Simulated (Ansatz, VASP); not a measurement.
Two plane-wave programs on SnGe2

```
CELL_PARAMETERS angstrom
4.29214 0.00000 0.00000
-2.14607 3.71711 0.00000
0.00000 0.00000 10.53268
ATOMIC_POSITIONS crystal
Sn 0.00000 0.00000 0.86359
Sn 0.00000 0.00000 0.13641
Ge 0.33333 0.66667 0.53631
Ge 0.66667 0.33333 0.22660
Ge 0.66667 0.33333 0.46369
Ge 0.33333 0.66667 0.77340
```

Alike in both runs: functional PBE; k mesh 12 × 12 × 4; occupations gaussian, width 0.1 eV; no spin polarisation.

Ansatz relaxed the structure, and its values are those at the end. VASP's run is a single point on that final structure, the one shown.

|  | VASP | Ansatz |
| --- | --- | --- |
| version | VASP 6.6.1 | Ansatz 0.2.0 |
| potentials or method | VASP PAW PBE potentials, release 64 (Sn_d, Ge_d), cutoff 520 eV | scalar-relativistic, plane waves, PAW |
| valence electrons in the cell | 84 | 84 |

```tsv
	VASP	Ansatz	Ansatz less VASP
gap on the k mesh at the Fermi level (eV)	none	none	-
pressure (GPa)	0.0	0.0	+0.04
```

A gap of «none» marks a metal or a gap that the smearing closes.
